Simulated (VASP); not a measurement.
# TeH2NF5 (P2_1) in VASP: electric field gradients with PBE

Aim: the electric field gradients of TeH2NF5 with PBE.

Program: VASP 6.6.1. These are calculated values, not measurements. Logs are shortened: lines on timing, memory, paths and dates and some standing lists are left out, and cuts for length are marked.

## 1. The cell of the first run

It takes space group P2_1 (No. 4, monoclinic). The conventional cell has a = 5.163 Å, b = 9.083 Å, c = 5.262 Å, α = 90.00°, β = 112.22°, γ = 90.00°. Within 2.4 Å of Te (site symmetry 1) lie 5 F at 1.83 to 1.85 Å and 1 N at 1.96 Å and 2 H at 2.28 to 2.39 Å. H (site symmetry 1) has 1 N at 0.89 Å within 1.2 Å. H (site symmetry 1) has 1 N at 0.90 Å within 1.2 Å. Within 1.2 Å of N (site symmetry 1) lie 2 H at 0.89 to 0.90 Å. Within 2.7 Å of F (site symmetry 1) lie 1 Te at 1.85 Å and 3 F at 2.50 to 2.62 Å and 1 H at 2.61 Å and 1 N at 2.68 Å. Within 2.8 Å of F (site symmetry 1) lie 1 Te at 1.85 Å and 3 F at 2.52 to 2.62 Å and 2 H at 2.64 to 2.71 Å and 1 N at 2.72 Å. Within 2.4 Å of F (site symmetry 1) lie 1 Te at 1.83 Å. F (site symmetry 1) has 1 Te at 1.85 Å and 3 H at 2.41 to 3.50 Å and 10 F at 2.56 to 3.31 Å and 2 N at 2.81 to 3.24 Å within 3.5 Å.

## 2. Electric field gradients, PBE

Contents of INCAR:

```
ALGO = Normal
EDIFF = 1E-8
ENCUT = 520
GGA = PE
ISIF = 2
ISMEAR = -1
LASPH = True
LCHARG = False
LEFG = True
LREAL = Auto
LWAVE = False
NBANDS = 63
NELM = 80
PREC = Accurate
SIGMA = 0.02
```

Contents of KPOINTS:

```
k-points
0
Gamma
  4 3 4
```

Contents of POSCAR:

```
TeH2NF5
1.0
    5.1630000000      0.0000000000      0.0000000000
    0.0000000000      9.0830000000      0.0000000000
   -1.9901537784      0.0000000000      4.8711325108
Te H N F
2 4 2 10
Direct
    0.4763800000      0.8563000000      0.7465100000
    0.5236200000      0.3563000000      0.2534900000
    0.1310000000      0.6830000000      0.5940000000
    0.8690000000      0.1830000000      0.4060000000
    0.2280000000      0.7160000000      0.3430000000
    0.7720000000      0.2160000000      0.6570000000
    0.2580000000      0.6948000000      0.5180000000
    0.7420000000      0.1948000000      0.4820000000
    0.7170000000      0.7199000000      0.9770000000
    0.2830000000      0.2199000000      0.0230000000
    0.6993000000      0.8660000000      0.5414000000
    0.3007000000      0.3660000000      0.4586000000
    0.7120000000      0.9947000000      0.9700000000
    0.2880000000      0.4947000000      0.0300000000
    0.2819000000      0.8580000000      0.9792000000
    0.7181000000      0.3580000000      0.0208000000
    0.2560000000      0.0059000000      0.5420000000
    0.7440000000      0.5059000000      0.4580000000
```

Potentials or basis: VASP PAW PBE potentials, release 64 (Te, H, N, F).

Run with:

```sh
$ cat potpaw_PBE.64/Te/POTCAR potpaw_PBE.64/H/POTCAR potpaw_PBE.64/N/POTCAR potpaw_PBE.64/F/POTCAR > POTCAR
$ mpirun -np 1 vasp_std > vasp.out
```

OUTCAR:

```text
EDIFF = 1E-8
   ENCUT = 520
   GGA = PE
   ISIF = 2
   ISMEAR = -1
   LASPH = True
   LREAL = Auto
   NELM = 80
   PREC = Accurate

 ion  position               nearest neighbor table
   1  0.476  0.856  0.747-  13 1.83  17 1.84   9 1.85  11 1.85  15 1.85   7 1.96   3 2.28
   2  0.524  0.356  0.253-  14 1.83  18 1.84  10 1.85  12 1.85  16 1.85   8 1.96   4 2.28
   3  0.131  0.683  0.594-   7 0.89   1 2.28
   4  0.869  0.183  0.406-   8 0.89   2 2.28
   5  0.228  0.716  0.343-   7 0.90
   6  0.772  0.216  0.657-   8 0.90
   7  0.258  0.695  0.518-   3 0.89   5 0.90   1 1.96
   8  0.742  0.195  0.482-   4 0.89   6 0.90   2 1.96
   9  0.717  0.720  0.977-   1 1.85
  10  0.283  0.220  0.023-   2 1.85
  11  0.699  0.866  0.541-   1 1.85
  12  0.301  0.366  0.459-   2 1.85
  13  0.712  0.995  0.970-   1 1.83
  14  0.288  0.495  0.030-   2 1.83
  15  0.282  0.858  0.979-   1 1.85
  16  0.718  0.358  0.021-   2 1.85
  17  0.256  0.006  0.542-   1 1.84
  18  0.744  0.506  0.458-   2 1.84

  LATTYP: Found a simple monoclinic cell.
 ALAT       =     5.1630000000
 B/A-ratio  =     1.7592484989
 C/A-ratio  =     1.0191748983
 COS(beta)  =    -0.3782124246

  Lattice vectors:

 A1 = (   5.1630000000,   0.0000000000,   0.0000000000)
 A2 = (   0.0000000000,   9.0830000000,   0.0000000000)
 A3 = (  -1.9901537784,   0.0000000000,   4.8711325108)

Analysis of symmetry for initial positions (statically):
=====================================================================
 Subroutine PRICEL returns:
 Original cell was already a primitive cell.

 Routine SETGRP: Setting up the symmetry group for a
 simple monoclinic supercell.

 Subroutine GETGRP returns: Found  2 space group operations
 (whereof  1 operations were pure point group operations)
 out of a pool of  4 trial point group operations.

The static configuration has the point symmetry C_1 .
 The point group associated with its full space group is C_2 .

Analysis of symmetry for dynamics (positions and initial velocities):
=====================================================================
 Subroutine PRICEL returns:
 Original cell was already a primitive cell.

 Routine SETGRP: Setting up the symmetry group for a
 simple monoclinic supercell.

 Subroutine GETGRP returns: Found  2 space group operations
 (whereof  1 operations were pure point group operations)
 out of a pool of  4 trial point group operations.

The dynamic configuration has the point symmetry C_1 .
 The point group associated with its full space group is C_2 .

 Subroutine INISYM returns: Found  2 space group operations
 (whereof  1 operations are pure point group operations),
 and found     1 'primitive' translations

----------------------------------------------------------------------------------------

                                     Primitive cell

  volume of cell :     228.4343

  direct lattice vectors                    reciprocal lattice vectors
     5.163000000  0.000000000  0.000000000     0.193685842  0.000000000  0.079132442
     0.000000000  9.083000000  0.000000000     0.000000000  0.110095783  0.000000000
    -1.990153778  0.000000000  4.871132511     0.000000000  0.000000000  0.205291069

  length of vectors
     5.163000000  9.083000000  5.262000000     0.209227504  0.110095783  0.205291069

  position of ions in fractional coordinates (direct lattice)
     0.476380000  0.856300000  0.746510000
     0.523620000  0.356300000  0.253490000
     0.131000000  0.683000000  0.594000000
     0.869000000  0.183000000  0.406000000
     0.228000000  0.716000000  0.343000000
     0.772000000  0.216000000  0.657000000
[... 10 lines left out ...]
     0.256000000  0.005900000  0.542000000
     0.744000000  0.505900000  0.458000000

  ion indices of the primitive-cell ions
   primitive index   ion index
                 1           1
[... 86 lines left out ...]
   EDIFFG = 0.1E-06   stopping-criterion for IOM
   NSW    =      0    number of steps for IOM
   IBRION =     -1    ionic relax: 0-MD 1-quasi-New 2-CG
   NFREE  =      0    steps in history (QN), initial steepest desc. (CG)
   ISIF   =      2    stress and relaxation
   ISYM   =      2    0-nonsym 1-usesym 2-fastsym
   POTIM  = 0.5000    time-step for ionic-motion
   TEBEG  =    0.0;   TEEND  =   0.0 temperature during run
   PSTRESS=    0.0 pullay stress
   NELECT =      96.0000    total number of electrons
   NUPDOWN=      -1.0000    fix difference up-down
   EMIN   =  10.00;   EMAX   =-10.00  energy-range for DOS
   EFERMI =   0.00;   METHOD = LEGACY
   ISMEAR =    -1;   SIGMA  =   0.02  broadening in eV -4-tet -1-fermi 0-gaus
   EFERMI_NEDOS =   21; number of points for ismear=-14 and -15
   IALGO  =     38    algorithm
   IMIX   =      4    mixing-type and parameters
     AMIX     =   0.40;   BMIX     =  1.00
     AMIX_MAG =   1.60;   BMIX_MAG =  1.00
  volume/ion in A,a.u.               =      12.69        85.64
  Fermi-wavevector in a.u.,A,eV,Ry     =   1.226247  2.317272 20.458846  1.503683
  Thomas-Fermi vector in A             =   2.361255
   LORBIT       =      0    0 simple, 1 ext, 2 COOP (PROOUT), +10 PAW based schemes
   GGA     = PE    functional components
   LHFCALC =     F    Hartree Fock is set to
   AEXX    =    0.0000 exact exchange contribution
   IVDW    =     0    specifies the selected vdW correction
   LEPSILON=     F    determine dielectric tensor
   LRPA    =     F    only Hartree local field effects (RPA)
 non-spin polarized calculation
  energy-cutoff  :      520.00
  volume of cell :      228.43
 maximum number of plane-waves:      6166
 NGX is ok and might be reduce to    40
   NGX = 19   NGY = 33   NGZ = 19

 number of electron      96.0000020 magnetization

 Free energy of the ion-electron system (eV)
  ---------------------------------------------------
  ext. energy  EPLUGINS =         0.00000000
  ---------------------------------------------------
  free energy    TOTEN  =       -76.80895115 eV

  energy without entropy =      -76.80895115  energy(sigma->0) =      -76.80895115

 E-fermi :  -0.1906     XC(G=0):  -8.4153

 val. band max:       -0.7275242669   @ k =   0.5000   0.0000   0.5000
 cond. band min:       2.3458396813   @ k =   0.0000   0.0000   0.0000
 fundamental gap:      3.0733639482
 Fermi energy:        -0.1906079774

 k-point     1 :       0.0000    0.0000    0.0000
  band No.  band energies     occupation
      1     -24.8538      2.00000
      2     -24.8061      2.00000
      3     -23.5574      2.00000
      4     -23.5462      2.00000
      5     -23.5161      2.00000
      6     -23.4942      2.00000
[... 1249 lines left out ...]
     59      10.2724      0.00000
     60      10.2875      0.00000
 [bands above 60 left out]

------------------------ aborting loop because EDIFF is reached ----------------------------------------

  FORCE on cell =-STRESS in cart. coord.  units (eV):
  Direction    XX          YY          ZZ          XY          YZ          ZX
  --------------------------------------------------------------------------------------
  -------------------------------------------------------------------------------------
  Total       22.6775725     10.6210980     23.8849523      0.0000000      0.0000000     -5.5921140
  in kB      159.0544278     74.4935402    167.5226669      0.0000000      0.0000000    -39.2215920
  external PRESSURE =     133.6902116 kB  Pullay stress =       0.0000000 kB

 VOLUME and BASIS-vectors are now :
 -----------------------------------------------------------------------------
  energy-cutoff  :      520.00
  volume of cell :      228.43
      direct lattice vectors                 reciprocal lattice vectors
     5.163000000  0.000000000  0.000000000     0.193685842  0.000000000  0.079132442
     0.000000000  9.083000000  0.000000000     0.000000000  0.110095783  0.000000000
    -1.990153778  0.000000000  4.871132511     0.000000000  0.000000000  0.205291069

 POSITION                                       TOTAL-FORCE (eV/Angst)
 -----------------------------------------------------------------------------------
      0.97388      7.77777      3.63635         0.525841     -1.392896     -0.629869
      2.19897      3.23627      1.23478        -0.525841     -1.392896      0.629869
     -0.50580      6.20369      2.89345        -7.762367     -1.634549      2.014496
      3.67864      1.66219      1.97768         7.762367     -1.634549     -2.014496
      0.49454      6.50343      1.67080         0.803819      1.435007     -7.808848
      2.67830      1.96193      3.20033        -0.803819      1.435007      7.808848
[... 10 lines left out ...]
      0.24306      0.05359      2.64015        -0.600972      1.246147     -0.728390
      2.92978      4.59509      2.23098         0.600972      1.246147      0.728390
 -----------------------------------------------------------------------------------
    total drift:                                0.000000     -0.017606      0.000001

  FREE ENERGIE OF THE ION-ELECTRON SYSTEM (eV)
  ---------------------------------------------------
  free  energy   TOTEN  =       -76.8089511526 eV

  energy  without entropy=      -76.8089511526  energy(sigma->0) =      -76.80895115

 Electric field gradients (V/A^2)
---------------------------------------------------------------------
 ion       V_xx      V_yy      V_zz      V_xy      V_xz      V_yz
---------------------------------------------------------------------
   1      57.638   -51.542    -6.096   -62.698   -97.098  -110.355
   2      57.638   -51.542    -6.096    62.698   -97.098   110.355
   3      56.495   -38.892   -17.604    15.786   -43.030    -2.900
   4      56.495   -38.892   -17.604   -15.786   -43.030     2.900
   5     -33.600   -34.146    67.746     8.748   -23.318   -22.440
   6     -33.600   -34.146    67.746    -8.748   -23.318    22.440
[... 10 lines left out ...]
  17     -45.131    46.647    -1.517   -81.714    60.588  -110.760
  18     -45.131    46.647    -1.517    81.714    60.588   110.760
---------------------------------------------------------------------

 Electric field gradients after diagonalization (V/A^2)
 (convention: |V_zz| > |V_xx| > |V_yy|)
----------------------------------------------------------------------
 ion       V_xx      V_yy      V_zz     asymmetry (V_yy - V_xx)/ V_zz
----------------------------------------------------------------------
   1     129.833    61.189  -191.023       0.359
   2     129.833    61.189  -191.023       0.359
   3     -43.456   -34.840    78.296       0.110
   4     -43.456   -34.840    78.296       0.110
   5     -42.625   -35.286    77.911       0.094
   6     -42.625   -35.286    77.911       0.094
[... 10 lines left out ...]
  17     -94.498   -87.012   181.510       0.041
  18     -94.498   -87.012   181.510       0.041
----------------------------------------------------------------------

           NMR quadrupolar parameters

 Cq : quadrupolar parameter    Cq=e*Q*V_zz/h
 eta: asymmetry parameters     (V_yy - V_xx)/ V_zz
 Q  : nuclear electric quadrupole moment in mb (millibarn)
----------------------------------------------------------------------
 ion       Cq(MHz)       eta       Q (mb)
----------------------------------------------------------------------
   1      -0.462       0.359       1.000
   2      -0.462       0.359       1.000
   3       0.189       0.110       1.000
   4       0.189       0.110       1.000
   5       0.188       0.094       1.000
   6       0.188       0.094       1.000
[... 10 lines left out ...]
  17       0.439       0.041       1.000
  18       0.439       0.041       1.000
----------------------------------------------------------------------
```

Run time: 5.1 min. Hardware: 1 thread of Intel Xeon 6975P-C (Granite Rapids), shared host; peak memory 0.43 GiB.

What came out:

| Property | Result |
| --- | --- |
| Free energy | -76.8090 eV |
| Pressure | 13.4 GPa |
| Largest force | 8.236 eV/Å |
| Band gap on the k mesh | 3.07 eV (least direct gap 3.15 eV) |
| Largest electric field gradient by atom | Te -191.0; H +78.3, +77.9 (each value once); N -93.8; F +182.5, +183.1, +197.2, +182.1, +181.5 (each value once) V/Å² |

Forces in eV/Å, atoms in the order of the input:
```
Te   0.526 -1.393 -0.630
Te  -0.526 -1.393  0.630
H   -7.762 -1.635  2.014
H    7.762 -1.635 -2.014
H    0.804  1.435 -7.809
H   -0.804  1.435  7.809
N    6.113  0.129  5.519
N   -6.113  0.129 -5.519
F    0.634 -0.737  0.927
F   -0.634 -0.737 -0.927
F    0.784 -0.041 -0.551
F   -0.784 -0.041  0.551
F    0.415  1.087  0.728
F   -0.415  1.087 -0.728
F   -0.927 -0.092  0.513
F    0.927 -0.092 -0.513
F   -0.601  1.246 -0.728
F    0.601  1.246  0.728
```

Electric field gradients, principal values (V/Å²):
| atom | least | middle | greatest (by size) |
| --- | --- | --- | --- |
| 1 Te | 61.189 | 129.833 | -191.023 |
| 2 Te | 61.189 | 129.833 | -191.023 |
| 3 H | -34.840 | -43.456 | 78.296 |
| 4 H | -34.840 | -43.456 | 78.296 |
| 5 H | -35.286 | -42.625 | 77.911 |
| 6 H | -35.286 | -42.625 | 77.911 |
| 7 N | 11.620 | 82.190 | -93.809 |
| 8 N | 11.620 | 82.190 | -93.809 |
| 9 F | -79.427 | -103.081 | 182.508 |
| 10 F | -79.427 | -103.081 | 182.508 |
| 11 F | -86.566 | -96.555 | 183.121 |
| 12 F | -86.566 | -96.555 | 183.121 |
| 13 F | -97.636 | -99.556 | 197.191 |
| 14 F | -97.636 | -99.556 | 197.191 |
| 15 F | -87.065 | -95.014 | 182.079 |
| 16 F | -87.065 | -95.014 | 182.079 |
| 17 F | -87.012 | -94.498 | 181.510 |
| 18 F | -87.012 | -94.498 | 181.510 |

Caveat: the cell stands under pressure; without QUAD_EFG the Cq values of the log hold for a quadrupole moment of 1 mb, not for the nuclei; spin-orbit coupling is left out, which moves the levels of the heavy elements; an odd mesh through Γ misses points on the zone boundary, where band edges can lie; forces of over 1 eV/Å act on the atoms, so gaps and moduli don't describe the material at rest.
